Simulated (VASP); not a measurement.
Crystal: Be4Br3F2.

```
Be Br F
1.0
     4.61276    0.00000    0.00000
    -2.30638    3.99477    0.00000
     0.00000    0.00000    8.45914
Be Br F
4 3 2
Cartesian
  0.0000 2.6632 5.7045
  2.3064 1.3316 5.7045
  2.3064 1.3316 2.7546
  0.0000 2.6632 2.7546
  2.3064 0.0000 0.0000
  -1.1532 1.9974 0.0000
  1.1532 1.9974 0.0000
  0.0000 2.6632 4.2296
  2.3064 1.3316 4.2296
```

The cell was generated, and may not be a known phase.

* Program: VASP 6.6.1
* Task: relaxation of cell and atoms
* Functional: PBE
* Potentials or basis: VASP PAW PBE potentials, release 64 (Be, Br, F)
* Cutoff: 600 eV
* k mesh: 6 × 6 × 2
* Occupations: gaussian, width 0.1 eV
* Spin: no spin polarisation

At the start: pressure 27.2 GPa; volume 17.32 Å³/atom.

**Question.** Where does the relaxation end?

**Answer.** Over 26 steps the energy falls by 580.2 meV/atom and the volume is 28.37 Å³/atom (+63.8 %); space group P6/mmm (No. 191, to 0.1 Å) before and after.

The path:
```csv
step,energy change (eV),largest force (eV/Å),pressure (GPa),volume (Å³)
1,0.0000,0.5698,27.21,155.88
2,-4.8827,1.0288,-0.15,231.54
3,-4.8689,1.1040,-1.23,239.55
4,-4.8842,1.0550,-0.54,234.26
5,-5.0949,0.0243,0.38,234.39
6,-5.0949,0.0431,0.35,234.39
7,-5.0988,0.0585,0.13,236.37
8,-5.1001,0.0760,-0.13,238.71
9,-5.1027,0.0408,-0.10,239.23
10,-5.1079,0.0469,-0.04,240.78
11,-5.1138,0.2314,0.12,243.85
12,-5.1005,0.7166,0.55,249.81
13,-5.1118,0.3676,0.25,245.35
14,-5.1121,0.3681,0.25,245.42
15,-5.1133,0.3693,0.25,245.61
16,-5.1157,0.3721,0.25,245.99
17,-5.1206,0.3789,0.25,246.76
18,-5.1307,0.3986,0.24,248.28
19,-5.1482,0.4587,0.27,251.27
20,-5.1616,0.6317,0.35,257.04
21,-5.1872,0.4837,0.18,259.16
22,-5.2041,0.2029,-0.17,263.66
23,-5.2050,0.2528,-0.11,262.84
24,-5.2089,0.2268,-0.10,262.08
25,-5.2173,0.1528,-0.10,259.83
26,-5.2218,0.0207,-0.07,255.30
```

Final structure:
```
CELL_PARAMETERS angstrom
5.37844 0.00000 0.00000
-2.68922 4.65787 0.00000
0.00000 0.00000 10.19084
ATOMIC_POSITIONS crystal
Be 0.33333 0.66667 0.64997
Be 0.66667 0.33333 0.64997
Be 0.66667 0.33333 0.35003
Be 0.33333 0.66667 0.35003
Br 0.50000 0.00000 0.00000
Br 0.00000 0.50000 0.00000
Br 0.50000 0.50000 0.00000
F 0.33333 0.66667 0.50000
F 0.66667 0.33333 0.50000
```

Caveat: the k points lie up to 0.31 Å⁻¹ apart in the final cell, too coarse for converged energies and pressures of a metal; the volume moved by over 15 % at a fixed basis, so the end points are rough; an odd number of electrons without spin polarisation forces a metal; a magnetic or distorted state may lie lower.
